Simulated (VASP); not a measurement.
Wanted: the native input for a VASP 6.6.1 run.

```
Task                   : single point
Functional             : BLYP
Dispersion             : D4
Potentials or basis    : VASP PAW PBE potentials, release 64 (Te, Sn_d)
Cutoff                 : 520 eV
k mesh                 : 7 × 7 × 7
Occupations            : fermi-dirac, width 0.05 eV
Spin                   : no spin polarisation
Dipole correction      : no
Further INCAR settings : ALGO = Normal; EDIFF = 1e-06; NBANDS = 17
```

The structure of SnTe lies in POSCAR:

```
SnTe
1.0
    0.0000000000      3.1082657258      3.1082657258
    3.1082657258      0.0000000000      3.1082657258
    3.1082657258      3.1082657258      0.0000000000
Te Sn
1 1
Direct
    0.5000000000      0.5000000000      0.5000000000
    0.0000000000      0.0000000000      0.0000000000
```

The input as run:

INCAR

```
  PREC = Accurate
  ENCUT = 520
  EDIFF = 1E-6
  ISMEAR = -1
  SIGMA = 0.05
  LREAL = F
  LASPH = T
  NELM = 60
  ALGO = Normal
  ISIF = 2
  LWAVE = F
  LCHARG = F
  GGA = B5
  ALDAX = 1.0
  AGGAX = 1.0
  AGGAC = 1.0
  ALDAC = 0.0
  IVDW = 13
  VDW_S6 = 1.0
  VDW_S8 = 2.34076671
  VDW_A1 = 0.44488865
  VDW_A2 = 4.0933009
  NBANDS = 17
```

KPOINTS

```
regular mesh
0
Gamma
  7 7 7
```

Potentials or basis: VASP PAW PBE potentials, release 64 (Te, Sn_d).

Run with:

```sh
$ cat potpaw_PBE.64/Te/POTCAR potpaw_PBE.64/Sn_d/POTCAR > POTCAR
$ mpirun -np 1 vasp_std > vasp.out
```

It gave:

```yaml
Pressure: 4.1 GPa
Dispersion_energy_per_atom: -0.863 eV
```

Caveat: the PAW data sets were made with another functional, which shifts forces and pressure a little.

It took 38 s on 1 thread of Intel Xeon 6975P-C (shared host), peak memory 0.21 GiB.
